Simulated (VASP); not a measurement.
# LaAl2TeRu2 (P4/mmm) in VASP: further runs, part 2 of 2

VASP 6.6.1.

## Step 3: Single point, r2SCAN

POSCAR

```
LaAl2TeRu2
1.0
    4.8178601355      0.0000000000      0.0000000000
    0.0000000000      4.8178601355      0.0000000000
    0.0000000000      0.0000000000      5.9292131464
La Te Al Ru
1 1 2 2
Direct
    0.0000000000      0.0000000000      0.5000000000
    0.0000000000      0.0000000000      0.0000000000
    0.5000000000      0.5000000000      0.2409667635
    0.5000000000      0.5000000000      0.7590332365
    0.0000000000      0.5000000000      0.0000000000
    0.5000000000      0.0000000000      0.0000000000
```

INCAR.step1

```
PREC     = Accurate       # precision mode
ENCUT    = 520            # plane-wave cutoff, eV
ISMEAR   = 0              # smearing method
SIGMA    = 0.1829         # smearing width, eV
LREAL    = F              # projectors in reciprocal space
LASPH    = T              # aspherical terms in the spheres
NELM     = 80             # most SCF steps
NBANDS   = 34             # bands
GGA      = PE             # functional
ALGO     = Normal         # electronic algorithm
EDIFF    = 1E-4           # SCF threshold, eV
LWAVE    = T              # write WAVECAR
LCHARG   = F              # write CHGCAR
```

INCAR.step2

```
PREC     = Accurate       # precision mode
ENCUT    = 520            # plane-wave cutoff, eV
EDIFF    = 1E-7           # SCF threshold, eV
ISMEAR   = 0              # smearing method
SIGMA    = 0.1829         # smearing width, eV
LREAL    = F              # projectors in reciprocal space
LASPH    = T              # aspherical terms in the spheres
NELM     = 80             # most SCF steps
ALGO     = Normal         # electronic algorithm
ISIF     = 2              # what is computed and relaxed
LWAVE    = F              # write WAVECAR
LCHARG   = F              # write CHGCAR
METAGGA  = R2SCAN         # meta-GGA
LMIXTAU  = T            
NBANDS   = 34             # bands
ISTART   = 1
```

KPOINTS

```
regular mesh
0
Gamma
  4 4 3
```

Potentials or basis: VASP PAW PBE potentials, release 64 (La, Te, Al, Ru_pv).

Launch:

```console
cat potpaw_PBE.64/La/POTCAR potpaw_PBE.64/Te/POTCAR potpaw_PBE.64/Al/POTCAR potpaw_PBE.64/Ru_pv/POTCAR > POTCAR
cp INCAR.step1 INCAR
mpirun -np 1 vasp_std > vasp.out
cp INCAR.step2 INCAR
mpirun -np 1 vasp_std > vasp.out
```

OUTCAR:

```text
PREC = Accurate
   ENCUT = 520
   EDIFF = 1E-7
   ISMEAR = 0
   LREAL = F
   LASPH = T
   NELM = 80
   ISIF = 2
   METAGGA = R2SCAN
   ISTART = 1

 ion  position               nearest neighbor table
   1  0.000  0.000  0.500-   2 2.96   2 2.96
   2  0.000  0.000  0.000-   5 2.41   6 2.41   5 2.41   6 2.41   1 2.96   1 2.96
   3  0.500  0.500  0.241-   5 2.80   6 2.80   6 2.80   5 2.80   4 2.86   4 3.07
   4  0.500  0.500  0.759-   5 2.80   6 2.80   6 2.80   5 2.80   3 2.86   3 3.07
   5  0.000  0.500  0.000-   2 2.41   2 2.41   4 2.80   3 2.80   3 2.80   4 2.80
   6  0.500  0.000  0.000-   2 2.41   2 2.41   4 2.80   3 2.80   4 2.80   3 2.80

  LATTYP: Found a simple tetragonal cell.
 ALAT       =     4.8178601355
 C/A-ratio  =     1.2306735728

  Lattice vectors:

 A1 = (   4.8178601355,   0.0000000000,   0.0000000000)
 A2 = (   0.0000000000,   4.8178601355,   0.0000000000)
 A3 = (   0.0000000000,   0.0000000000,   5.9292131464)

Analysis of symmetry for initial positions (statically):
=====================================================================
[... 171 lines left out ...]
 cond. band min:       7.8531036068   @ k =   0.5000   0.2500   0.3333
 fundamental gap:      0.0241030386
 Fermi energy:         7.8530660708

 k-point     1 :       0.0000    0.0000    0.0000
  band No.  band energies     occupation
      1     -36.0159      2.00000
      2     -36.0159      2.00000
      3     -35.5870      2.00000
      4     -35.5870      2.00000
      5     -35.3147      2.00000
      6     -35.3037      2.00000
[... 433 lines left out ...]
     33       9.9311      0.00000
     34       9.9510      0.00000

------------------------ aborting loop because EDIFF is reached ----------------------------------------

  FORCE on cell =-STRESS in cart. coord.  units (eV):
  Direction    XX          YY          ZZ          XY          YZ          ZX
  --------------------------------------------------------------------------------------
  -------------------------------------------------------------------------------------
  Total       -0.1401933     -0.1401933     -0.0963743      0.0000000      0.0000000      0.0000000
  in kB       -1.6320457     -1.6320457     -1.1219315      0.0000000      0.0000000      0.0000000
  external PRESSURE =      -1.4620077 kB  Pullay stress =       0.0000000 kB

 VOLUME and BASIS-vectors are now :
 -----------------------------------------------------------------------------
  energy-cutoff  :      520.00
  volume of cell :      137.63
      direct lattice vectors                 reciprocal lattice vectors
     4.817860136  0.000000000  0.000000000     0.207561027  0.000000000  0.000000000
     0.000000000  4.817860136  0.000000000     0.000000000  0.207561027  0.000000000
     0.000000000  0.000000000  5.929213146     0.000000000  0.000000000  0.168656443

 POSITION                                       TOTAL-FORCE (eV/Angst)
 -----------------------------------------------------------------------------------
      0.00000      0.00000      2.96461        -0.000000     -0.000000      0.000000
      0.00000      0.00000      0.00000        -0.000000     -0.000000      0.000000
      2.40893      2.40893      1.42874         0.000000     -0.000000      0.003316
      2.40893      2.40893      4.50047        -0.000000      0.000000     -0.003316
      0.00000      2.40893      0.00000        -0.000000     -0.000000      0.000000
      2.40893      0.00000      0.00000        -0.000000     -0.000000      0.000000
 -----------------------------------------------------------------------------------
    total drift:                                0.000000      0.000000     -0.000000

  FREE ENERGIE OF THE ION-ELECTRON SYSTEM (eV)
  ---------------------------------------------------
  free  energy   TOTEN  =      -119.0415367035 eV

  energy  without entropy=     -118.8949266922  energy(sigma->0) =     -118.96823170
```

Run time: 2 min. Hardware: 1 thread of Intel Xeon 6975P-C (Granite Rapids), shared host; peak memory 0.3 GiB.

What came out:

```yaml
Free_energy: -119.0415 eV
Pressure: -0.1 GPa
Largest_force: 0.003 eV/Å
```

Forces in eV/Å, atoms in the order of the input:
```
La   0.000  0.000  0.000
Te   0.000  0.000  0.000
Al   0.000  0.000  0.003
Al   0.000  0.000 -0.003
Ru   0.000  0.000  0.000
Ru   0.000  0.000  0.000
```

Caveat: the PAW data sets were made with another functional, which shifts forces and pressure a little; spin-orbit coupling is left out, which moves the levels of the heavy elements.

## Step 4: Single point, r2SCAN

POSCAR

```
LaAl2TeRu2
1.0
    4.8151717733      0.0000000000      0.0000000000
    0.0000000000      4.8151717733      0.0000000000
    0.0000000000      0.0000000000      5.9409213066
La Te Al Ru
1 1 2 2
Direct
    0.0000000000      0.0000000000      0.5000000000
    0.0000000000      0.0000000000      0.0000000000
    0.5000000000      0.5000000000      0.2396415588
    0.5000000000      0.5000000000      0.7603584412
    0.0000000000      0.5000000000      0.0000000000
    0.5000000000      0.0000000000      0.0000000000
```

INCAR.step1

```
  PREC = Accurate
  ENCUT = 520
  ISMEAR = 1
  SIGMA = 0.1
  LREAL = F
  LASPH = T
  NELM = 80
  NBANDS = 34
  GGA = PE
  ALGO = Normal
  EDIFF = 1E-4
  LWAVE = T
  LCHARG = F
```

INCAR.step2

```
  PREC = Accurate
  ENCUT = 520
  EDIFF = 1E-7
  ISMEAR = 1
  SIGMA = 0.1
  LREAL = F
  LASPH = T
  NELM = 80
  ALGO = Normal
  ISIF = 2
  LWAVE = F
  LCHARG = F
  METAGGA = R2SCAN
  LMIXTAU = T
  NBANDS = 34
  ISTART = 1
```

KPOINTS is that of step 3.

Potentials or basis: VASP PAW PBE potentials, release 64 (La, Te, Al, Ru_pv).

Launch:

```console
cat potpaw_PBE.64/La/POTCAR potpaw_PBE.64/Te/POTCAR potpaw_PBE.64/Al/POTCAR potpaw_PBE.64/Ru_pv/POTCAR > POTCAR
cp INCAR.step1 INCAR
mpirun -np 1 vasp_std > vasp.out
cp INCAR.step2 INCAR
mpirun -np 1 vasp_std > vasp.out
```

OUTCAR:

```text
PREC = Accurate
   ENCUT = 520
   EDIFF = 1E-7
   ISMEAR = 1
   LREAL = F
   LASPH = T
   NELM = 80
   ISIF = 2
   METAGGA = R2SCAN
   ISTART = 1

 ion  position               nearest neighbor table
   1  0.000  0.000  0.500-   2 2.97   2 2.97
   2  0.000  0.000  0.000-   5 2.41   6 2.41   5 2.41   6 2.41   1 2.97   1 2.97
   3  0.500  0.500  0.240-   5 2.80   6 2.80   6 2.80   5 2.80   4 2.85   4 3.09
   4  0.500  0.500  0.760-   5 2.80   6 2.80   6 2.80   5 2.80   3 2.85   3 3.09
   5  0.000  0.500  0.000-   2 2.41   2 2.41   4 2.80   3 2.80   3 2.80   4 2.80
   6  0.500  0.000  0.000-   2 2.41   2 2.41   4 2.80   3 2.80   4 2.80   3 2.80

[... 637 lines left out ...]
  Total       -0.1500252     -0.1500252     -0.0653321      0.0000000      0.0000000      0.0000000
  in kB       -1.7450083     -1.7450083     -0.7599056      0.0000000      0.0000000      0.0000000
  external PRESSURE =      -1.4166407 kB  Pullay stress =       0.0000000 kB

 VOLUME and BASIS-vectors are now :
 -----------------------------------------------------------------------------
  energy-cutoff  :      520.00
  volume of cell :      137.75
      direct lattice vectors                 reciprocal lattice vectors
     4.815171773  0.000000000  0.000000000     0.207676911  0.000000000  0.000000000
     0.000000000  4.815171773  0.000000000     0.000000000  0.207676911  0.000000000
     0.000000000  0.000000000  5.940921307     0.000000000  0.000000000  0.168324061

 POSITION                                       TOTAL-FORCE (eV/Angst)
 -----------------------------------------------------------------------------------
      0.00000      0.00000      2.97046         0.000000      0.000000      0.000000
      0.00000      0.00000      0.00000         0.000000      0.000000      0.000000
      2.40759      2.40759      1.42369         0.000000     -0.000000      0.004514
      2.40759      2.40759      4.51723         0.000000     -0.000000     -0.004514
      0.00000      2.40759      0.00000         0.000000      0.000000      0.000000
      2.40759      0.00000      0.00000         0.000000      0.000000      0.000000
 -----------------------------------------------------------------------------------
    total drift:                                0.000000      0.000000     -0.000000

  FREE ENERGIE OF THE ION-ELECTRON SYSTEM (eV)
  ---------------------------------------------------
  free  energy   TOTEN  =      -118.9543741369 eV

  energy  without entropy=     -118.9394781758  energy(sigma->0) =     -118.94940882
```

OUTCAR.step1:

```text
PREC = Accurate
   ENCUT = 520
   ISMEAR = 1
   LREAL = F
[... 667 lines left out ...]
      2.40759      2.40759      1.42369         0.000000     -0.000000      0.140466
      2.40759      2.40759      4.51723        -0.000000      0.000000     -0.140466
      0.00000      2.40759      0.00000         0.000000      0.000000      0.000000
      2.40759      0.00000      0.00000         0.000000      0.000000      0.000000
 -----------------------------------------------------------------------------------
    total drift:                                0.000000     -0.000000     -0.000000

  FREE ENERGIE OF THE ION-ELECTRON SYSTEM (eV)
  ---------------------------------------------------
  free  energy   TOTEN  =       -33.2568785150 eV

  energy  without entropy=      -33.2399439316  energy(sigma->0) =      -33.25123365
```

It took 2.7 min on 1 thread of Intel Xeon 6975P-C (Granite Rapids), shared host; peak memory 0.3 GiB.

What came out:

```
Free energy   : -118.9544 eV
Pressure      : -0.1 GPa
Largest force : 0.005 eV/Å
```

Forces in eV/Å, atoms in the order of the input:
```
La   0.000  0.000  0.000
Te   0.000  0.000  0.000
Al   0.000  0.000  0.005
Al   0.000  0.000 -0.005
Ru   0.000  0.000  0.000
Ru   0.000  0.000  0.000
```

Caveat: the PAW data sets were made with another functional, which shifts forces and pressure a little; spin-orbit coupling is left out, which moves the levels of the heavy elements.
